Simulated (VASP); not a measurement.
A run of VASP 6.6.1:

POSCAR

```
LiCl
1.0
    4.2230531480      0.0000000000      0.0000000000
   -2.1115265740      3.6572713077      0.0000000000
    0.0000000000      0.0000000000      5.3094642403
Li Cl
2 2
Direct
    0.3333333333      0.6666666667      0.2500000000
    0.6666666667      0.3333333333      0.7500000000
    0.6666666667      0.3333333333      0.2500000000
    0.3333333333      0.6666666667      0.7500000000
```

Contents of INCAR.step1:

```
ALGO     = Normal         # electronic algorithm
EDIFF    = 1E-5           # SCF threshold, eV
ENCUT    = 520            # plane-wave cutoff, eV
GGA      = PE             # functional
ISIF     = 2              # what is computed and relaxed
ISMEAR   = 0              # smearing method
LASPH    = T              # aspherical terms in the spheres
LCHARG   = F              # write CHGCAR
LREAL    = F              # projectors in reciprocal space
LWAVE    = T              # write WAVECAR
NBANDS   = 18             # bands
NELM     = 100            # most SCF steps
PREC     = Accurate       # precision mode
SIGMA    = 0.01           # smearing width, eV
```

INCAR.step2

```
ALGO     = Normal         # electronic algorithm
EDIFF    = 1E-6           # SCF threshold, eV
ENCUT    = 520            # plane-wave cutoff, eV
GGA      = PE             # functional
HFSCREEN = 0.2079         # screening, 1/A
ISIF     = 2              # what is computed and relaxed
ISMEAR   = 0              # smearing method
ISTART   = 1            
LASPH    = T              # aspherical terms in the spheres
LCHARG   = F              # write CHGCAR
LHFCALC  = T              # exact exchange
LREAL    = F              # projectors in reciprocal space
LWAVE    = F              # write WAVECAR
NBANDS   = 18             # bands
NELM     = 100            # most SCF steps
PREC     = Accurate       # precision mode
PRECFOCK = Normal       
SIGMA    = 0.01           # smearing width, eV
```

Contents of KPOINTS:

```
k-points
0
Gamma
  6 6 4
```

Potentials or basis: VASP PAW PBE potentials, release 64 (Li_sv, Cl).

Run with:

```bash
$ cat potpaw_PBE.64/Li_sv/POTCAR potpaw_PBE.64/Cl/POTCAR > POTCAR
$ cp INCAR.step1 INCAR
$ mpirun -np 1 vasp_std > vasp.out
$ cp INCAR.step2 INCAR
$ mpirun -np 1 vasp_std > vasp.out
```

Hardware: 1 thread of Intel(R) Xeon(R) 6975P-C (Granite Rapids) (shared host).

Problem. Estimate the wall time of this run.

Solution. Run time: 15 min on 1 thread of Intel(R) Xeon(R) 6975P-C (Granite Rapids), on a shared host, peak memory 0.33 GiB. Counts: k points 21.
